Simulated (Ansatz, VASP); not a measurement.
GaAs: VASP beside Ansatz

INCAR

```
PREC = Accurate
ENCUT = 520
EDIFF = 1E-6
ISMEAR = 0
SIGMA = 0.01
LREAL = False
LASPH = True
NELM = 100
ALGO = Normal
ISIF = 2
LWAVE = False
LCHARG = False
GGA = PE
NBANDS = 16
```

Contents of KPOINTS:

```
Automatic mesh
0
Gamma
  6 6 6
```

Contents of POSCAR:

```
GaAs
1.0
    0.0000000000      2.8722543588      2.8722543588
    2.8722543588      0.0000000000      2.8722543588
    2.8722543588      2.8722543588      0.0000000000
Ga As
1 1
Direct
    0.0000000000      0.0000000000      0.0000000000
    0.2500000000      0.2500000000      0.2500000000
```

Input for Ansatz:

```yaml
crystal:
  lattice:
    - [0.0, 2.8722543588, 2.8722543588]
    - [2.8722543588, 0.0, 2.8722543588]
    - [2.8722543588, 2.8722543588, 0.0]
  atoms:
    - { symbol: Ga, position: [0.0, 0.0, 0.0] }
    - { symbol: As, position: [0.25, 0.25, 0.25] }
kpoints:
  mp_grid: { grid: [6, 6, 6] }
hamiltonian:
  xc: pbe
scf:
  occupations: { method: fixed }
  n_extra_bands: 4
output:
  forces: true
  stress: true
  eigenvalues: true
```

Alike in both runs: task single point; functional PBE; k mesh 6 × 6 × 6; no spin polarisation.

|  | VASP | Ansatz |
| --- | --- | --- |
| version | VASP 6.6.1 | Ansatz 0.2.0 |
| potentials or method | VASP PAW PBE potentials, release 64 (Ga_d, As) | plane waves, PAW |
| plane-wave cutoff (eV) | 520 | 420 |
| occupations | gaussian, width 0.01 eV | fixed |
| valence electrons in the cell | 18 | 28 |

```tsv
	VASP	Ansatz	Ansatz less VASP
gap on the k mesh at the Fermi level (eV)	0.16	0.16	-0.003
pressure (GPa)	0.1	0.0	-0.15
```

VASP's potentials hold 18 valence electrons a cell and Ansatz's 28, so a difference there can come from the potentials and not from the codes.
